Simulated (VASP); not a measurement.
Here is a VASP 6.6.1 calculation.

File POSCAR:

```
GaN
1.0
    3.1035412319      0.0000000000      0.0000000000
   -1.5517706159      2.6877455485      0.0000000000
    0.0000000000      0.0000000000      5.2483279594
Ga N
2 2
Direct
    0.3333333333      0.6666666667      0.0001097060
    0.6666666667      0.3333333333      0.5001097060
    0.3333333333      0.6666666667      0.3768902940
    0.6666666667      0.3333333333      0.8768902940
```

Contents of INCAR.step1:

```
SYSTEM = GaN
PREC = Accurate
ENCUT = 520
ISMEAR = 0
SIGMA = 0.01
LREAL = .FALSE.
LASPH = .TRUE.
NELM = 100
NBANDS = 26
GGA = PE
ALGO = Normal
EDIFF = 1E-4
LWAVE = .TRUE.
LCHARG = .FALSE.
```

The input INCAR.step2:

```
SYSTEM = GaN
PREC = Accurate
ENCUT = 520
EDIFF = 1E-7
ISMEAR = 0
SIGMA = 0.01
LREAL = .FALSE.
LASPH = .TRUE.
NELM = 100
ALGO = Normal
ISIF = 2
LWAVE = .FALSE.
LCHARG = .FALSE.
METAGGA = R2SCAN
LMIXTAU = .TRUE.
NBANDS = 26
ISTART = 1
```

Contents of KPOINTS:

```
regular mesh
0
G
  8 8 5
  0 0 0
```

Potentials or basis: VASP PAW PBE potentials, release 64 (Ga_d, N).

Command:

```bash
$ cat potpaw_PBE.64/Ga_d/POTCAR potpaw_PBE.64/N/POTCAR > POTCAR
$ cp INCAR.step1 INCAR
$ mpirun -np 1 vasp_std > vasp.out
$ cp INCAR.step2 INCAR
$ mpirun -np 1 vasp_std > vasp.out
```

Task: What does it give for the pressure?

Result: 9.8 GPa.

Task: What does it give for the band gap on the k mesh?

Result: 2.46 eV.

Task: What does it give for the largest force?

Result: 0.448 eV/Å.

Stress tensor (GPa, compression positive):
```
15.38  0.00  0.00
 0.00 15.38  0.00
 0.00  0.00 -1.24
```

Caveat: the cell stands under pressure; the PAW data sets were made with another functional, which shifts forces and pressure a little.
